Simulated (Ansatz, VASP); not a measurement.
# Two plane-wave programs on Hf

```
Hf
1.0
     2.81769    0.00000    0.00000
     0.00000    2.81769    0.00000
     0.00000    0.00000    2.81769
Hf
1
Direct
  0.00000 0.00000 0.00000
```

Alike in both runs: task single point; functional revPBE; k mesh 12 × 12 × 12; occupations fermi-dirac, width 0.1 eV; no spin polarisation.

|  | VASP | Ansatz |
| --- | --- | --- |
| version | VASP 6.6.1 | Ansatz 0.2.0 |
| potentials or method | VASP PAW PBE potentials, release 64 (Hf_pv), cutoff 520 eV | plane waves (420 eV) with PAW, scalar-relativistic |
| valence electrons in the cell | 10 | 26 |

Ansatz gave:

* pressure (GPa): 11.4

Task: Estimate VASP's values.

Result: Pressure (GPa): 10.9.

VASP's potentials were made for PBE, not for revPBE. With one functional, cell and mesh, what is left measures potentials, basis and numerics. VASP's potentials hold 10 valence electrons a cell and Ansatz's 26, so a difference there can come from the potentials and not from the codes.

Spin-orbit coupling is off throughout.
